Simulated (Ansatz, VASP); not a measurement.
# CaSn3Se4: VASP beside Ansatz

Contents of INCAR:

```
PREC = Accurate
ENCUT = 520
EDIFF = 1E-6
ISMEAR = -1
SIGMA = 0.02
LREAL = F
LASPH = T
NELM = 80
ALGO = Normal
ISIF = 2
LWAVE = F
LCHARG = F
GGA = PE
NBANDS = 48
```

File KPOINTS:

```
regular mesh
0
Gamma
  4 4 4
```

POSCAR

```
CaSn3Se4
1.0
    6.1016654126      0.0000000000      0.0000000000
    0.0000000000      6.1016654126      0.0000000000
    0.0000000000      0.0000000000      6.1016654126
Sn Se Ca
3 4 1
Direct
    0.5000000000      0.0000000000      0.0000000000
    0.0000000000      0.5000000000      0.0000000000
    0.0000000000      0.0000000000      0.5000000000
    0.0000000000      0.5000000000      0.5000000000
    0.5000000000      0.0000000000      0.5000000000
    0.5000000000      0.5000000000      0.0000000000
    0.0000000000      0.0000000000      0.0000000000
    0.5000000000      0.5000000000      0.5000000000
```

Input for Ansatz:

```yaml
crystal:
  lattice:
    - [6.1016654126, 0.0, 0.0]
    - [0.0, 6.1016654126, 0.0]
    - [0.0, 0.0, 6.1016654126]
  atoms:
    - { symbol: Sn, position: [0.5, 0.0, 0.0] }
    - { symbol: Se, position: [0.0, 0.5, 0.5] }
    - { symbol: Sn, position: [0.0, 0.5, 0.0] }
    - { symbol: Se, position: [0.5, 0.0, 0.5] }
    - { symbol: Sn, position: [0.0, 0.0, 0.5] }
    - { symbol: Se, position: [0.5, 0.5, 0.0] }
    - { symbol: Ca, position: [0.5, 0.5, 0.5] }
    - { symbol: Se, position: [0.0, 0.0, 0.0] }
kpoints:
  mp_grid: { grid: [4, 4, 4] }
hamiltonian:
  xc: pbe
scf:
  occupations: { method: fermi_dirac, width: 0.02 }
  n_extra_bands: 6
output:
  forces: true
  stress: true
  eigenvalues: true
```

Alike in both runs: task single point; functional PBE; k mesh 4 × 4 × 4; occupations fermi-dirac, width 0.02 eV; no spin polarisation.

|  | VASP | Ansatz |
| --- | --- | --- |
| version | VASP 6.6.1 | Ansatz 0.2.0 |
| potentials or method | VASP PAW PBE potentials, release 64 (Sn_d, Se, Ca_sv) | plane waves, PAW |
| plane-wave cutoff (eV) | 520 | 420 |
| valence electrons in the cell | 76 | 116 |

|  | VASP | Ansatz | Ansatz less VASP |
| --- | --- | --- | --- |
| pressure (GPa) | -1.3 | -1.3 | -0.02 |

VASP's potentials hold 76 valence electrons a cell and Ansatz's 116, so a difference there can come from the potentials and not from the codes.
